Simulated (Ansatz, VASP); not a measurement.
**Si2Mo: VASP beside Ansatz**

```
Mo Si
1.0
    -1.60000    1.60000    3.93050
     1.60000   -1.60000    3.93050
     1.60000    1.60000   -3.93050
Mo Si
1 2
Direct
  0.00000 0.00000 0.00000
  0.66700 0.66700 0.00000
  0.33300 0.33300 0.00000
```

Alike in both runs: task relaxation of cell and atoms; functional PBEsol; k mesh 12 × 12 × 12; occupations fermi-dirac, width 0.05 eV; no spin polarisation.

|  | VASP | Ansatz |
| --- | --- | --- |
| version | VASP 6.6.1 | Ansatz 0.2.0 |
| potentials or method | VASP PAW PBE potentials, release 64 (Mo_sv, Si), cutoff 600 eV | all-electron LAPW, scalar-relativistic |

Ansatz gave:

| Property | Result |
| --- | --- |
| relaxed volume (Å³/atom) | 13.27 |
| relaxed cell length with the largest relative difference (Å) | 4.515 |

Problem. Which values does VASP return?

Solution. Relaxed volume (Å³/atom): 13.29; relaxed cell length with the largest relative difference (Å): 4.516.

VASP's potentials were made for PBE, not for PBEsol. Ansatz ran all-electron here, and VASP with PAW potentials.
